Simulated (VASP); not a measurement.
Wanted: the native input for a VASP 6.6.1 run.

* Task: single point
* Functional: PBE
* Potentials or basis: VASP PAW PBE potentials, release 64 (Sc_sv, Pd, C, N)
* Cutoff: 520 eV
* k mesh: 4 × 4 × 4
* Occupations: gaussian, width 0.1 eV
* Spin: collinear spin
* Starting moments: [0.0, 1.0, 0.0, 0.0, 0.0, 0.0, 0.0, 0.0, 0.0, 0.0] μB
* Dipole correction: no
* Further INCAR settings: ALGO = Normal; EDIFF = 1e-07; NBANDS = 44

The structure of ScPdC4N4 lies in POSCAR:

```
ScPdC4N4
1.0
    6.0367744100      0.0000000000      0.0000000000
    0.0000000000      6.0367744100      0.0000000000
    0.0000000000      0.0000000000      6.0367744100
Sc Pd C N
1 1 4 4
Direct
    0.5000000000      0.5000000000      0.5000000000
    0.0000000000      0.0000000000      0.0000000000
    0.1853481300      0.1853481300      0.1853481300
    0.1853481300      0.8146518700      0.8146518700
    0.8146518700      0.1853481300      0.8146518700
    0.8146518700      0.8146518700      0.1853481300
    0.2972456000      0.2972456000      0.2972456000
    0.2972456000      0.7027544000      0.7027544000
    0.7027544000      0.2972456000      0.7027544000
    0.7027544000      0.7027544000      0.2972456000
```

One way to write it, as run:

INCAR

```
PREC     = Accurate       # precision mode
ENCUT    = 520            # plane-wave cutoff, eV
EDIFF    = 1E-7           # SCF threshold, eV
ISMEAR   = 0              # smearing method
SIGMA    = 0.1            # smearing width, eV
LREAL    = F              # projectors in reciprocal space
LASPH    = T              # aspherical terms in the spheres
NELM     = 150            # most SCF steps
ALGO     = Normal         # electronic algorithm
ISIF     = 2              # what is computed and relaxed
LWAVE    = F              # write WAVECAR
LCHARG   = F              # write CHGCAR
ISPIN    = 2              # spin polarisation
MAGMOM   = 0 1 0 0 0 0 0 0 0 0 # initial moments
LORBIT   = 11             # projections on sites
LMAXMIX  = 4              # l up to which the mixer works
GGA      = PE             # functional
NBANDS   = 44             # bands
```

KPOINTS

```
Automatic mesh
0
Gamma
  4 4 4
```

Potentials or basis: VASP PAW PBE potentials, release 64 (Sc_sv, Pd, C, N).

Run with:

```sh
$ cat potpaw_PBE.64/Sc_sv/POTCAR potpaw_PBE.64/Pd/POTCAR potpaw_PBE.64/C/POTCAR potpaw_PBE.64/N/POTCAR > POTCAR
$ mpirun -np 1 vasp_std > vasp.out
```

It gave:

| Item | Value |
| --- | --- |
| Pressure | 3.4 GPa |
| Largest force | 2.297 eV/Å |
| Band gap on the k mesh | zero (filled and empty bands overlap) |
| Net moment | 1.00 μB per cell |
| Site moments | Sc +0.00; Pd +0.51; C +0.03; N +0.03 μB |
| Valence electrons inside the program's atomic spheres | Sc 9.33; Pd 10.13; C 2.57; N 3.94 |

Caveat: the cell stands under pressure; forces of over 1 eV/Å act on the atoms, so gaps and moduli don't describe the material at rest.

It took 3.3 min on 1 thread of Intel(R) Xeon(R) Platinum 8488C (Sapphire Rapids), with other jobs on the host, peak memory 0.49 GiB.
